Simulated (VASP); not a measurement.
Write the native input for VASP 6.6.1 that does the following.

```
Task                   : single point
Functional             : PBE
Potentials or basis    : VASP PAW PBE potentials, release 64 (Al, As)
Cutoff                 : 520 eV
k mesh                 : 4 × 4 × 4
Occupations            : gaussian, width 0.1 eV
Spin                   : no spin polarisation
Dipole correction      : no
Further INCAR settings : ALGO = Normal; EDIFF = 1e-07; NBANDS = 16
```

The structure of Al4As lies in POSCAR:

```
Al4As
1.0
    3.9483013318      0.0000000000      0.0000000000
    0.0000000000      3.9483013318      0.0000000000
    0.0000000000      0.0000000000      6.5667270458
Al As
4 1
Direct
    0.5000000000      0.0000000000      0.2963830150
    0.0000000000      0.5000000000      0.7036169850
    0.5000000000      0.0000000000      0.7036169850
    0.0000000000      0.5000000000      0.2963830150
    0.0000000000      0.0000000000      0.0000000000
```

These files were run (other wordings do the same):

INCAR

```
SYSTEM = Al4As
PREC = Accurate ; ENCUT = 520
EDIFF = 1E-7 ; ISMEAR = 0
SIGMA = 0.1 ; LREAL = .False.
LASPH = .True. ; NELM = 100
ALGO = Normal ; ISIF = 2
LWAVE = .False. ; LCHARG = .False.
GGA = PE ; NBANDS = 16
```

KPOINTS

```
Automatic mesh
0
Gamma
  4 4 4
  0 0 0
```

Potentials or basis: VASP PAW PBE potentials, release 64 (Al, As).

Run with:

```console
$ cat potpaw_PBE.64/Al/POTCAR potpaw_PBE.64/As/POTCAR > POTCAR
$ mpirun -np 1 vasp_std > vasp.out
```

It gave:

| Property | Result |
| --- | --- |
| Pressure | 0.1 GPa |
| Largest force | 0.018 eV/Å |

Caveat: the k points lie up to 0.40 Å⁻¹ apart.

Wall time 40 s on 1 thread of Intel(R) Xeon(R) Platinum 8175M CPU @ 2.50GHz (Skylake/Cascade Lake) (shared host), peak memory 0.21 GiB.
